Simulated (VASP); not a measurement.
A run of VASP 6.6.1:

INCAR

```
SYSTEM = Nb
PREC = Accurate
ENCUT = 500
EDIFF = 1E-6
ISMEAR = 1
SIGMA = 0.1
LREAL = .FALSE.
LASPH = .TRUE.
NELM = 120
ALGO = Normal
ISIF = 2
LWAVE = .FALSE.
LCHARG = .TRUE.
GGA = PS
IVDW = 12
LELF = .TRUE.
LVHAR = .TRUE.
NBANDS = 12
GGA_COMPAT = .FALSE.
```

File KPOINTS:

```
regular mesh
0
G
  6 6 6
  0 0 0
```

File POSCAR:

```
Nb
1.0
    0.0000000000      2.1150000000      2.1150000000
    2.1150000000      0.0000000000      2.1150000000
    2.1150000000      2.1150000000      0.0000000000
Nb
1
Direct
    0.0000000000      0.0000000000      0.0000000000
```

Potentials or basis: VASP PAW PBE potentials, release 64 (Nb_sv).

The run is started by

```sh
$ cat potpaw_PBE.64/Nb_sv/POTCAR > POTCAR
$ mpirun -np 1 vasp_std > vasp.out
```

Hardware: 1 thread of Intel Xeon 8259CL, on a shared host.

Estimate the wall time of this run.

Wall time 7.6 s on 1 thread of Intel Xeon 8259CL (shared host), peak memory 0.14 GiB. Counts: scf iterations 12, k points 16.
